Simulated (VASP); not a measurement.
# BaZrO3: single point with r2SCAN

BaZrO3:

```
Ba Zr O
1.0
     4.20491    0.00000    0.00000
     0.00000    4.20491    0.00000
     0.00000    0.00000    4.20491
Ba Zr O
1 1 3
Direct
  0.00000 0.00000 0.00000
  0.50000 0.50000 0.50000
  0.00000 0.50000 0.50000
  0.50000 0.00000 0.50000
  0.50000 0.50000 0.00000
```

```json
{
  "Program": "VASP 6.6.1",
  "Task": "single point",
  "Functional": "r2SCAN",
  "Potentials or basis": "VASP PAW PBE potentials, release 64 (Ba_sv, Zr_sv, O)",
  "Cutoff": "520 eV",
  "k mesh": "8 × 8 × 8",
  "Occupations": "fermi-dirac, width 0.02 eV",
  "Spin": "no spin polarisation"
}
```

The pressure is 1.0 GPa and the band gap on the k mesh is 3.68 eV (least direct gap 3.93 eV).

Levels at points of the mesh, in eV from the valence-band top:
```tsv
k point	band 16	band 17	band 18	band 19	band 20	band 21	band 22	band 23	band 24	band 25
(0.00, 0.00, 0.00)	-1.00	-1.00	-0.25	-0.25	-0.25	3.68	3.68	3.68	5.15	5.15
(0.50, 0.00, 0.00)	-1.71	-1.71	-1.66	-0.50	-0.50	4.11	6.16	6.16	6.93	7.25
(0.50, 0.50, 0.00)	-2.36	-0.94	-0.94	-0.85	-0.07	6.13	6.13	6.93	7.08	8.22
(0.50, 0.50, 0.50)	-2.55	-2.55	0.00	0.00	0.00	6.58	6.58	6.58	7.46	7.46
```

Wall time 2.3 min on 1 thread of Intel(R) Xeon(R) Platinum 8259CL CPU @ 2.50GHz (Skylake/Cascade Lake), with other jobs on the host, peak memory 0.23 GiB.

Caveat: the PAW data sets were made with another functional, which shifts forces and pressure a little; spin-orbit coupling is left out, which moves the levels of the heavy elements. A k mesh can miss the band edges.
